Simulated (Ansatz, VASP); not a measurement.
## One calculation of CsMg3, two programs

```
Cs Mg
1.0
     4.60981    0.00000    0.00000
     0.00000    4.60981    0.00000
     0.00000    0.00000    4.56243
Cs Mg
1 3
Direct
  0.00000 0.00000 0.00000
  0.00000 0.50000 0.50000
  0.50000 0.00000 0.50000
  0.50000 0.50000 0.00000
```

Alike in both runs: task relaxation of cell and atoms; functional PBE; k mesh 4 × 4 × 4; occupations gaussian, width 0.1 eV; no spin polarisation.

|  | VASP | Ansatz |
| --- | --- | --- |
| version | VASP 6.6.1 | Ansatz 0.2.0 |
| potentials or method | VASP PAW PBE potentials, release 64 (Cs_sv, Mg), cutoff 600 eV | scalar-relativistic, plane waves, PAW |
| valence electrons in the cell | 15 | 39 |

|  | VASP | Ansatz | Ansatz less VASP |
| --- | --- | --- | --- |
| gap on the k mesh at the Fermi level, each at its own relaxed structure (eV) | none | none | - |
| relaxed volume (Å³/atom) | 38.02 | 37.47 | -0.557 |
| relaxed cell length with the largest relative difference (Å) | 5.365 | 5.320 | -0.0447 |

A gap of «none» marks a metal or a gap that the smearing closes. VASP's potentials hold 15 valence electrons a cell and Ansatz's 39, so a difference there can come from the potentials and not from the codes.

Neither program's run includes spin-orbit coupling. Noted on VASP's run: the volume moved by over 15 % at a fixed basis, so the end points are rough.
